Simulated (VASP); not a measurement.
The system is Li2S.

```
CELL_PARAMETERS angstrom
0.00000 2.84529 2.84529
2.84529 0.00000 2.84529
2.84529 2.84529 0.00000
ATOMIC_POSITIONS crystal
Li 0.25000 0.25000 0.25000
Li 0.75000 0.75000 0.75000
S 0.00000 0.00000 0.00000
```

Base run:

```yaml
Program: VASP 6.6.1
Functional: HF
Potentials_or_basis: VASP PAW PBE potentials, release 64 (Li_sv, S)
Cutoff: 650 eV
k_mesh: 6 × 6 × 6
Occupations: gaussian, width 0.01 eV
Spin: no spin polarisation
```

Its results: band gap on the k mesh 10.47 eV (least direct gap 11.84 eV); pressure 1.9 GPa.

The run is repeated on the same cell with these changes: functional from HF to PBE; cutoff from 650 eV to 750 eV; k mesh from 6 × 6 × 6 to 4 × 4 × 4. What comes out?

Band gap on the k mesh 3.38 eV (least direct gap 4.29 eV); pressure 0.3 GPa.

Several settings changed at once.

Caveats: some runs use coarse meshes; the PAW data sets were made with another functional, which shifts forces and pressure a little (at least some runs).

A k mesh can miss the band edges.
